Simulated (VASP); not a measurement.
Input of a VASP 6.6.1 run:

Contents of INCAR:

```
ALGO = Normal
EDIFF = 1E-6
ENCUT = 500
GGA = PE
GGA_COMPAT = F
ISIF = 2
ISMEAR = -1
LASPH = T
LCHARG = F
LREAL = F
LWAVE = F
NBANDS = 19
NELM = 120
PREC = Accurate
SIGMA = 0.1
```

KPOINTS

```
k-points
0
Gamma
  8 8 4
```

POSCAR

```
Cr
1.0
   -1.4250000000      1.4250000000      1.4250000000
    1.4250000000     -1.4250000000      1.4250000000
    2.8500000000      2.8500000000     -2.8500000000
Cr
2
Direct
   -0.0245614035     -0.0245614035     -0.2500000000
    0.0245614035      0.0245614035      0.2500000000
```

Potentials or basis: VASP PAW PBE potentials, release 64 (Cr_pv).

Run with:

```sh
$ cat potpaw_PBE.64/Cr_pv/POTCAR > POTCAR
$ mpirun -np 1 vasp_std > vasp.out
```

(1) Predict the pressure.

(2) Predict the band gap on the k mesh.

(3) Estimate the largest force.

## Answers

(1) 0.1 GPa.

(2) zero (bands 12 and 13 overlap by 1.62 eV).

(3) 0.456 eV/Å.

Caveat: the k points lie up to 0.39 Å⁻¹ apart, too coarse for converged energies and pressures of a metal; the run has no spin polarisation, though such a crystal can be magnetic.
